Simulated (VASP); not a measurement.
# BaTiO3 in VASP: further runs, part 2 of 2

VASP 6.6.1. Earlier steps stand in the parts before.

### 4 Single point, PBE (biaxial xy strain -5.8%)

File INCAR:

```
SYSTEM = BaTiO3
PREC     = Accurate       ! precision mode
ENCUT    = 520            ! plane-wave cutoff, eV
EDIFF    = 1E-6           ! SCF threshold, eV
ISMEAR   = -1             ! smearing method
SIGMA    = 0.02           ! smearing width, eV
LREAL    = .False.        ! projectors in reciprocal space
LASPH    = .True.         ! aspherical terms in the spheres
NELM     = 100            ! most SCF steps
ALGO     = Normal         ! electronic algorithm
ISIF     = 2              ! what is computed and relaxed
LWAVE    = .False.        ! write WAVECAR
LCHARG   = .True.         ! write CHGCAR
GGA      = PE             ! functional
LELF     = .True.         ! ELF
LVHAR    = .True.       
NBANDS   = 28             ! bands
```

File KPOINTS:

```
regular mesh
0
Gamma
  6 6 6
  0 0 0
```

File POSCAR:

```
BaTiO3
1.0
    3.7612401604      0.0000000000      0.0000000000
    0.0000000000      3.7612401604      0.0000000000
    0.0000000000      0.0000000000      3.9940959546
Ba Ti O
1 1 3
Direct
    0.5000000000      0.5000000000      0.5000000000
    0.0000000000      0.0000000000      0.0000000000
    0.5000000000      0.0000000000      0.0000000000
    0.0000000000      0.5000000000      0.0000000000
    0.0000000000      0.0000000000      0.5000000000
```

Potentials or basis: VASP PAW PBE potentials, release 64 (Ba_sv, Ti_sv, O).

Started as:

```console
> cat potpaw_PBE.64/Ba_sv/POTCAR potpaw_PBE.64/Ti_sv/POTCAR potpaw_PBE.64/O/POTCAR > POTCAR
> mpirun -np 1 vasp_std > vasp.out
```

OUTCAR:

```text
SYSTEM = BaTiO3
   PREC = Accurate
   ENCUT = 520
   EDIFF = 1E-6
   ISMEAR = -1
   LREAL = .False.
   LASPH = .True.
   NELM = 100
   ISIF = 2
   GGA = PE

 ion  position               nearest neighbor table
   1  0.500  0.500  0.500-   5 2.66   5 2.66   5 2.66   5 2.66   4 2.74   3 2.74   4 2.74   3 2.74
                             4 2.74   3 2.74   4 2.74   3 2.74   2 3.33   2 3.33   2 3.33   2 3.33
   2  0.000  0.000  0.000-   3 1.88   4 1.88   4 1.88   3 1.88   5 2.00   5 2.00   1 3.33   1 3.33
                             1 3.33   1 3.33   1 3.33   1 3.33   1 3.33   1 3.33
   3  0.500  0.000  0.000-   2 1.88   2 1.88   1 2.74   1 2.74   1 2.74   1 2.74
   4  0.000  0.500  0.000-   2 1.88   2 1.88   1 2.74   1 2.74   1 2.74   1 2.74
   5  0.000  0.000  0.500-   2 2.00   2 2.00   1 2.66   1 2.66   1 2.66   1 2.66

  LATTYP: Found a simple tetragonal cell.
 ALAT       =     3.7612401604
 C/A-ratio  =     1.0619093130

  Lattice vectors:

 A1 = (   3.7612401604,   0.0000000000,   0.0000000000)
 A2 = (   0.0000000000,   3.7612401604,   0.0000000000)
 A3 = (   0.0000000000,   0.0000000000,   3.9940959546)

Analysis of symmetry for initial positions (statically):
=====================================================================
 Subroutine PRICEL returns:
 Original cell was already a primitive cell.

 Routine SETGRP: Setting up the symmetry group for a
 simple tetragonal supercell.

 Subroutine GETGRP returns: Found 16 space group operations
 (whereof 16 operations were pure point group operations)
 out of a pool of 16 trial point group operations.

The static configuration has the point symmetry D_4h.

Analysis of symmetry for dynamics (positions and initial velocities):
=====================================================================
 Subroutine PRICEL returns:
 Original cell was already a primitive cell.

 Routine SETGRP: Setting up the symmetry group for a
 simple tetragonal supercell.

 Subroutine GETGRP returns: Found 16 space group operations
[... 125 lines left out ...]
   EFERMI_NEDOS =   21; number of points for ismear=-14 and -15
   IALGO  =     38    algorithm
   IMIX   =      4    mixing-type and parameters
     AMIX     =   0.40;   BMIX     =  1.00
     AMIX_MAG =   1.60;   BMIX_MAG =  1.00
  volume/ion in A,a.u.               =      11.30        76.26
  Fermi-wavevector in a.u.,A,eV,Ry     =   1.459043  2.757191 28.964152  2.128805
  Thomas-Fermi vector in A             =   2.575656
   LORBIT       =      0    0 simple, 1 ext, 2 COOP (PROOUT), +10 PAW based schemes
   GGA     = PE    functional components
   LHFCALC =     F    Hartree Fock is set to
   AEXX    =    0.0000 exact exchange contribution
   IVDW    =     0    specifies the selected vdW correction
   LEPSILON=     F    determine dielectric tensor
   LRPA    =     F    only Hartree local field effects (RPA)
 non-spin polarized calculation
  energy-cutoff  :      520.00
  volume of cell :       56.50
 maximum number of plane-waves:      1534
 NGX is ok and might be reduce to    28
   NGX = 13   NGY = 13   NGZ = 15

 number of electron      39.9999976 magnetization

 Free energy of the ion-electron system (eV)
  ---------------------------------------------------
  ext. energy  EPLUGINS =         0.00000000
  ---------------------------------------------------
  free energy    TOTEN  =       -38.99741762 eV

  energy without entropy =      -38.99741762  energy(sigma->0) =      -38.99741762

 E-fermi :   5.5146     XC(G=0): -11.9380

 val. band max:        4.9883840666   @ k =   0.5000   0.5000   0.5000
 cond. band min:       6.8190188704   @ k =   0.0000   0.0000   0.0000
 fundamental gap:      1.8306348038
 Fermi energy:         5.5146034827

 k-point     1 :       0.0000    0.0000    0.0000
  band No.  band energies     occupation
      1     -51.2047      2.00000
      2     -27.5264      2.00000
      3     -27.5264      2.00000
      4     -27.4641      2.00000
      5     -19.7305      2.00000
      6     -12.3788      2.00000
[... 733 lines left out ...]
     27      13.8121      0.00000
     28      15.0674      0.00000

 [... further k-points ...]
[... 5 lines left out ...]
  --------------------------------------------------------------------------------------
  -------------------------------------------------------------------------------------
  Total       14.6719210     14.6719210      7.7261953      0.0000000      0.0000000      0.0000000
  in kB      416.0226154    416.0226154    219.0764234      0.0000000      0.0000000      0.0000000
  external PRESSURE =     350.3738848 kB  Pullay stress =       0.0000000 kB

 VOLUME and BASIS-vectors are now :
 -----------------------------------------------------------------------------
  energy-cutoff  :      520.00
  volume of cell :       56.50
      direct lattice vectors                 reciprocal lattice vectors
     3.761240160  0.000000000  0.000000000     0.265869755  0.000000000  0.000000000
     0.000000000  3.761240160  0.000000000     0.000000000  0.265869755  0.000000000
     0.000000000  0.000000000  3.994095955     0.000000000  0.000000000  0.250369548

 POSITION                                       TOTAL-FORCE (eV/Angst)
 -----------------------------------------------------------------------------------
      1.88062      1.88062      1.99705         0.000000      0.000000      0.000000
      0.00000      0.00000      0.00000         0.000000      0.000000      0.000000
      1.88062      0.00000      0.00000         0.000000      0.000000      0.000000
      0.00000      1.88062      0.00000         0.000000      0.000000      0.000000
      0.00000      0.00000      1.99705         0.000000      0.000000      0.000000
 -----------------------------------------------------------------------------------
    total drift:                               -0.000000      0.000000     -0.000000

  FREE ENERGIE OF THE ION-ELECTRON SYSTEM (eV)
  ---------------------------------------------------
  free  energy   TOTEN  =       -38.9974176171 eV

  energy  without entropy=      -38.9974176171  energy(sigma->0) =      -38.99741762
```

OSZICAR:

```text
N       E                     dE             d eps       ncg     rms          rms(c)
DAV:   1     0.438530739785E+03    0.43853E+03   -0.20672E+04  2240   0.155E+03
DAV:   2    -0.803786468013E+01   -0.44657E+03   -0.42264E+03  2536   0.429E+02
DAV:   3    -0.474944584565E+02   -0.39457E+02   -0.39065E+02  2636   0.134E+02
DAV:   4    -0.494756761451E+02   -0.19812E+01   -0.19781E+01  3492   0.265E+01
DAV:   5    -0.495072474907E+02   -0.31571E-01   -0.31563E-01  2844   0.321E+00    0.269E+01
DAV:   6    -0.389178143218E+02    0.10589E+02   -0.51003E+01  3012   0.720E+01    0.103E+01
DAV:   7    -0.390437710319E+02   -0.12596E+00   -0.71362E+00  2844   0.203E+01    0.805E+00
DAV:   8    -0.389914553210E+02    0.52316E-01   -0.76878E-01  2824   0.882E+00    0.241E+00
DAV:   9    -0.390054300936E+02   -0.13975E-01   -0.17534E-01  2708   0.316E+00    0.863E-01
DAV:  10    -0.390007621945E+02    0.46679E-02   -0.68665E-02  2840   0.184E+00    0.592E-01
DAV:  11    -0.389979204298E+02    0.28418E-02   -0.21535E-02  3296   0.133E+00    0.163E-01
DAV:  12    -0.389974041703E+02    0.51626E-03   -0.24406E-03  2792   0.518E-01    0.641E-02
DAV:  13    -0.389974673966E+02   -0.63226E-04   -0.21876E-04  2960   0.137E-01    0.735E-02
DAV:  14    -0.389974201830E+02    0.47214E-04   -0.28096E-04  3112   0.181E-01    0.158E-02
DAV:  15    -0.389974176578E+02    0.25251E-05   -0.21526E-05  2852   0.410E-02    0.361E-03
DAV:  16    -0.389974176171E+02    0.40785E-07   -0.16028E-06  1892   0.124E-02
   1 F= -.38997418E+02 E0= -.38997418E+02  d E =-.393726E-13
```

stdout:

```text
POSCAR found type information on POSCAR BaTiO
 POSCAR found :  3 types and       5 ions
 scaLAPACK will be used
 LDA part: xc-table for (Slater+PW92), standard interpolation
 POSCAR, INCAR and KPOINTS ok, starting setup
 FFT: planning ... GRIDC
 FFT: planning ... GRID_SOFT
 FFT: planning ... GRID
 WAVECAR not read
 entering main loop
```

Run time: 26 s. Hardware: 1 thread of Intel Xeon 6975P-C (Granite Rapids), shared host; peak memory 0.2 GiB.

What came out:

```yaml
Free_energy: -38.9974 eV
Pressure: 35.0 GPa
Band_gap_on_the_k_mesh: 1.83 eV, indirect (least direct gap 1.90 eV)
```

Caveat: the cell differs from its parent crystal (biaxial xy strain -5.8%); spin-orbit coupling is left out, which moves the levels of the heavy elements.

### 5 Single point, PBE (uniaxial x strain +6.0%)

File INCAR:

```
  PREC = Accurate
  ENCUT = 520
  EDIFF = 1E-6
  ISMEAR = -1
  SIGMA = 0.02
  LREAL = False
  LASPH = True
  NELM = 100
  ALGO = Normal
  ISIF = 2
  LWAVE = False
  LCHARG = True
  GGA = PE
  LELF = True
  LVHAR = True
  NBANDS = 28
```

File KPOINTS:

```
Automatic mesh
0
Gamma
  6 6 6
```

Changes to POSCAR since step 4:

```diff
@@ -2,4 +2,4 @@
 1.0
-    3.7612401604      0.0000000000      0.0000000000
-    0.0000000000      3.7612401604      0.0000000000
+    4.2333423023      0.0000000000      0.0000000000
+    0.0000000000      3.9940959546      0.0000000000
     0.0000000000      0.0000000000      3.9940959546
```

Started as:

```console
> cat potpaw_PBE.64/Ba_sv/POTCAR potpaw_PBE.64/Ti_sv/POTCAR potpaw_PBE.64/O/POTCAR > POTCAR
> mpirun -np 1 vasp_std > vasp.out
```

Wall time 27 s (1 thread of Intel Xeon 6975P-C (Granite Rapids), shared host); peak memory 0.22 GiB.

The run converged. Its results:

* Free energy: -39.8913 eV
* Pressure: -3.7 GPa
* Band gap on the k mesh: 1.54 eV, indirect (least direct gap 1.78 eV)

Stress tensor (GPa, compression positive):
```
-9.23  0.00  0.00
 0.00 -0.95  0.00
 0.00  0.00 -0.95
```

Levels at points of the mesh, in eV from the valence-band top:
| k point | band 16 | band 17 | band 18 | band 19 | band 20 | band 21 | band 22 | band 23 | band 24 | band 25 |
| --- | --- | --- | --- | --- | --- | --- | --- | --- | --- | --- |
| (0.00, 0.00, 0.00) | -1.00 | -1.00 | -0.30 | -0.24 | -0.24 | 1.54 | 1.54 | 1.64 | 3.26 | 3.70 |
| (0.50, 0.00, 0.00) | -1.84 | -1.45 | -1.45 | -0.75 | -0.75 | 1.74 | 2.88 | 2.88 | 3.71 | 5.17 |
| (0.00, 0.50, 0.00) | -2.02 | -1.96 | -1.80 | -0.85 | -0.75 | 1.70 | 3.30 | 3.33 | 3.36 | 5.51 |
| (0.50, 0.50, 0.00) | -2.33 | -1.82 | -1.15 | -1.11 | -0.25 | 2.88 | 3.33 | 3.51 | 4.43 | 6.81 |
| (0.00, 0.50, 0.50) | -2.83 | -1.75 | -0.67 | -0.67 | -0.06 | 3.31 | 3.31 | 3.77 | 3.93 | 7.51 |
| (0.50, 0.50, 0.50) | -2.38 | -2.38 | -0.09 | -0.09 | 0.00 | 3.72 | 3.72 | 3.96 | 6.29 | 6.29 |

Caveat: the cell differs from its parent crystal (uniaxial x strain +6.0%); spin-orbit coupling is left out, which moves the levels of the heavy elements. A k mesh can miss the band edges.

### 6 Single point, r2SCAN (biaxial xy strain -5.8%)

Changes to POSCAR since step 5:

```diff
@@ -2,4 +2,4 @@
 1.0
-    4.2333423023      0.0000000000      0.0000000000
-    0.0000000000      3.9940959546      0.0000000000
+    3.7612401604      0.0000000000      0.0000000000
+    0.0000000000      3.7612401604      0.0000000000
     0.0000000000      0.0000000000      3.9940959546
```

File INCAR.step1:

```
SYSTEM = BaTiO3
ALGO     = Normal         ! electronic algorithm
EDIFF    = 1E-4           ! SCF threshold, eV
ENCUT    = 520            ! plane-wave cutoff, eV
GGA      = PE             ! functional
ISMEAR   = 0              ! smearing method
LASPH    = .True.         ! aspherical terms in the spheres
LCHARG   = .False.        ! write CHGCAR
LREAL    = .False.        ! projectors in reciprocal space
LWAVE    = .True.         ! write WAVECAR
NBANDS   = 28             ! bands
NELM     = 80             ! most SCF steps
PREC     = Accurate       ! precision mode
SIGMA    = 0.01           ! smearing width, eV
```

File INCAR.step2:

```
SYSTEM = BaTiO3
ALGO     = Normal         ! electronic algorithm
EDIFF    = 1E-6           ! SCF threshold, eV
ENCUT    = 520            ! plane-wave cutoff, eV
ISIF     = 2              ! what is computed and relaxed
ISMEAR   = 0              ! smearing method
ISTART   = 1            
LASPH    = .True.         ! aspherical terms in the spheres
LCHARG   = .True.         ! write CHGCAR
LELF     = .True.         ! ELF
LMIXTAU  = .True.       
LREAL    = .False.        ! projectors in reciprocal space
LVHAR    = .True.       
LWAVE    = .False.        ! write WAVECAR
METAGGA  = R2SCAN         ! meta-GGA
NBANDS   = 28             ! bands
NELM     = 80             ! most SCF steps
PREC     = Accurate       ! precision mode
SIGMA    = 0.01           ! smearing width, eV
```

File KPOINTS:

```
k-points
0
Gamma
  6 6 6
  0 0 0
```

Potentials or basis: VASP PAW PBE potentials, release 64 (Ba_sv, Ti_sv, O).

Started as:

```console
> cat potpaw_PBE.64/Ba_sv/POTCAR potpaw_PBE.64/Ti_sv/POTCAR potpaw_PBE.64/O/POTCAR > POTCAR
> cp INCAR.step1 INCAR
> mpirun -np 1 vasp_std > vasp.out
> cp INCAR.step2 INCAR
> mpirun -np 1 vasp_std > vasp.out
```

OUTCAR:

```text
SYSTEM = BaTiO3
   EDIFF = 1E-6
   ENCUT = 520
   ISIF = 2
   ISMEAR = 0
   ISTART = 1
   LASPH = .True.
   LREAL = .False.
   METAGGA = R2SCAN
   NELM = 80
   PREC = Accurate

 ion  position               nearest neighbor table
   1  0.500  0.500  0.500-   5 2.66   5 2.66   5 2.66   5 2.66   4 2.74   3 2.74   4 2.74   3 2.74
                             4 2.74   3 2.74   4 2.74   3 2.74   2 3.33   2 3.33   2 3.33   2 3.33
   2  0.000  0.000  0.000-   3 1.88   4 1.88   4 1.88   3 1.88   5 2.00   5 2.00   1 3.33   1 3.33
                             1 3.33   1 3.33   1 3.33   1 3.33   1 3.33   1 3.33
   3  0.500  0.000  0.000-   2 1.88   2 1.88   1 2.74   1 2.74   1 2.74   1 2.74
   4  0.000  0.500  0.000-   2 1.88   2 1.88   1 2.74   1 2.74   1 2.74   1 2.74
   5  0.000  0.000  0.500-   2 2.00   2 2.00   1 2.66   1 2.66   1 2.66   1 2.66

  LATTYP: Found a simple tetragonal cell.
 ALAT       =     3.7612401604
 C/A-ratio  =     1.0619093130

  Lattice vectors:

 A1 = (   3.7612401604,   0.0000000000,   0.0000000000)
 A2 = (   0.0000000000,   3.7612401604,   0.0000000000)
 A3 = (   0.0000000000,   0.0000000000,   3.9940959546)
[... 176 lines left out ...]
  ext. energy  EPLUGINS =         0.00000000
  ---------------------------------------------------
  free energy    TOTEN  =       -73.38968771 eV

  energy without entropy =      -73.38968771  energy(sigma->0) =      -73.38968771

 E-fermi :   4.7857     XC(G=0): -12.6522

 val. band max:        4.6819836170   @ k =   0.5000   0.5000   0.5000
 cond. band min:       6.9511865694   @ k =   0.0000   0.0000   0.0000
 fundamental gap:      2.2692029524
 Fermi energy:         4.7856900874

 k-point     1 :       0.0000    0.0000    0.0000
  band No.  band energies     occupation
      1     -53.6901      2.00000
      2     -28.9693      2.00000
      3     -28.9693      2.00000
      4     -28.8977      2.00000
      5     -20.6967      2.00000
      6     -13.6507      2.00000
[... 733 lines left out ...]
     27      14.1925      0.00000
     28      15.4893      0.00000

 [... further k-points ...]
[... 5 lines left out ...]
  --------------------------------------------------------------------------------------
  -------------------------------------------------------------------------------------
  Total       13.9390402     13.9390402      6.7785547      0.0000000      0.0000000      0.0000000
  in kB      395.2417657    395.2417657    192.2060542      0.0000000      0.0000000      0.0000000
  external PRESSURE =     327.5631952 kB  Pullay stress =       0.0000000 kB

 VOLUME and BASIS-vectors are now :
 -----------------------------------------------------------------------------
  energy-cutoff  :      520.00
  volume of cell :       56.50
      direct lattice vectors                 reciprocal lattice vectors
     3.761240160  0.000000000  0.000000000     0.265869755  0.000000000  0.000000000
     0.000000000  3.761240160  0.000000000     0.000000000  0.265869755  0.000000000
     0.000000000  0.000000000  3.994095955     0.000000000  0.000000000  0.250369548

 POSITION                                       TOTAL-FORCE (eV/Angst)
 -----------------------------------------------------------------------------------
      1.88062      1.88062      1.99705         0.000000      0.000000      0.000000
      0.00000      0.00000      0.00000         0.000000      0.000000      0.000000
      1.88062      0.00000      0.00000         0.000000      0.000000      0.000000
      0.00000      1.88062      0.00000         0.000000      0.000000      0.000000
      0.00000      0.00000      1.99705         0.000000      0.000000      0.000000
 -----------------------------------------------------------------------------------
    total drift:                               -0.000000      0.000000     -0.000000

  FREE ENERGIE OF THE ION-ELECTRON SYSTEM (eV)
  ---------------------------------------------------
  free  energy   TOTEN  =       -73.3896877135 eV

  energy  without entropy=      -73.3896877135  energy(sigma->0) =      -73.38968771
```

OUTCAR.step1:

```text
SYSTEM = BaTiO3
   EDIFF = 1E-4
   ENCUT = 520
   GGA = PE
   ISMEAR = 0
[... 980 lines left out ...]
      0.00000      0.00000      0.00000         0.000000      0.000000      0.000000
      1.88062      0.00000      0.00000         0.000000      0.000000      0.000000
      0.00000      1.88062      0.00000         0.000000      0.000000      0.000000
      0.00000      0.00000      1.99705         0.000000      0.000000      0.000000
 -----------------------------------------------------------------------------------
    total drift:                               -0.000000      0.000000     -0.000000

  FREE ENERGIE OF THE ION-ELECTRON SYSTEM (eV)
  ---------------------------------------------------
  free  energy   TOTEN  =       -38.9974652541 eV

  energy  without entropy=      -38.9974652541  energy(sigma->0) =      -38.99746525
```

Run time: 90 s. Hardware: 1 thread of Intel Xeon 6975P-C (Granite Rapids), shared host; peak memory 0.21 GiB.

Results:

| Item | Value |
| --- | --- |
| Free energy | -73.3897 eV |
| Pressure | 32.8 GPa |
| Band gap on the k mesh | 2.27 eV, indirect (least direct gap 2.34 eV) |

Caveat: the cell differs from its parent crystal (biaxial xy strain -5.8%); the PAW data sets were made with another functional, which shifts forces and pressure a little; spin-orbit coupling is left out, which moves the levels of the heavy elements. A k mesh can miss the band edges.

### 7 Summary

| level | cell | smearing | gap on the mesh (eV) | pressure (GPa) |
| --- | --- | --- | --- | --- |
| PBE | a = 3.994 Å, 5 atoms | fermi-dirac 0.02 eV | 1.76 | 5.0 |
| r2SCAN | a = 3.994 Å, 5 atoms | gaussian 0.01 eV | 2.15 | 2.0 |
| PBE | a = 3.761, b = 3.761, c = 3.994 Å, 5 atoms | fermi-dirac 0.02 eV | 1.83 | 35.0 |
| PBE | a = 4.233, b = 3.994, c = 3.994 Å, 5 atoms | fermi-dirac 0.02 eV | 1.54 | -3.7 |
| r2SCAN | a = 3.761, b = 3.761, c = 3.994 Å, 5 atoms | gaussian 0.01 eV | 2.27 | 32.8 |

Alike in all rows: task single point; potentials or basis VASP PAW PBE potentials, release 64 (Ba_sv, Ti_sv, O); no spin polarisation; k mesh 6 × 6 × 6; cutoff (eV) 520.

Caveats: spin-orbit coupling is left out, which moves the levels of the heavy elements; the PAW data sets were made with another functional, which shifts forces and pressure a little (some runs).

Absolute energies hang on the potentials; compare differences alone.
